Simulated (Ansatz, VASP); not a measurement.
## SiC: VASP beside Ansatz

Contents of INCAR:

```
SYSTEM = SiC
PREC = Accurate
ENCUT = 910
EDIFF = 1E-6
ISMEAR = -1
SIGMA = 0.05
LREAL = .FALSE.
LASPH = .TRUE.
NELM = 120
ALGO = Normal
ISIF = 2
LWAVE = .FALSE.
LCHARG = .FALSE.
GGA = VW
NBANDS = 16
GGA_COMPAT = .FALSE.
```

Contents of KPOINTS:

```
regular mesh
0
G
  10 10 5
  0 0 0
```

File POSCAR:

```
SiC
1.0
    3.0553550827      0.0000000000      0.0000000000
   -1.5276775413      2.6460151191      0.0000000000
    0.0000000000      0.0000000000      5.0141197845
Si C
2 2
Direct
    0.6666666667      0.3333333333      0.5000000000
    0.3333333333      0.6666666667      0.0000000000
    0.6666666667      0.3333333333      0.8850000000
    0.3333333333      0.6666666667      0.3850000000
```

File input.yaml:

```yaml
crystal:
  lattice:
    - [3.0553550827, 0.0, 0.0]
    - [-1.5276775413, 2.6460151191, 0.0]
    - [0.0, 0.0, 5.0141197845]
  atoms:
    - { symbol: Si, position: [0.6666666667, 0.3333333333, 0.5] }
    - { symbol: Si, position: [0.3333333333, 0.6666666667, 0.0] }
    - { symbol: C, position: [0.6666666667, 0.3333333333, 0.885] }
    - { symbol: C, position: [0.3333333333, 0.6666666667, 0.385] }
hamiltonian:
  xc: { exchange: slater, correlation: vwn5 }
  pseudopotentials: { kind: paw }
kpoints:
  mp_grid: { grid: [10, 10, 5] }
scf:
  occupations: { method: fermi_dirac, width: 0.05 }
output:
  forces: true
  stress: true
  eigenvalues: true
```

Alike in both runs: task single point; functional SVWN5; k mesh 10 × 10 × 5; occupations fermi-dirac, width 0.05 eV; no spin polarisation.

|  | VASP | Ansatz |
| --- | --- | --- |
| version | VASP 6.6.1 | Ansatz 0.2.0 |
| potentials or method | VASP PAW PBE potentials, release 64 (Si, C_h) | Ansatz PAW |
| plane-wave cutoff (eV) | 910 | 420 |
| valence electrons in the cell | 16 | 16 |

Ansatz gave:

```
gap on the k mesh at the Fermi level (eV) : 2.34
least direct gap on the mesh (eV)         : 4.03
rms of the force components (eV/Å)        : 0.441
```

Question: What did VASP give for the same quantities?

Answer: gap on the k mesh at the Fermi level (eV): 2.33; least direct gap on the mesh (eV): 4.04; rms of the force components (eV/Å): 0.448.

VASP's potentials were made for PBE, not for SVWN5. Atom by atom the forces differ by 0.006 eV/Å (rms over components). With one functional, cell and mesh, what is left measures potentials, basis and numerics.

Noted on VASP's run: the cutoff is short for stress, so the pressure is rough. Noted on Ansatz's run: odd divisions of the mesh miss points on the zone boundary, where band edges often lie, so the gap on the mesh can be too wide.
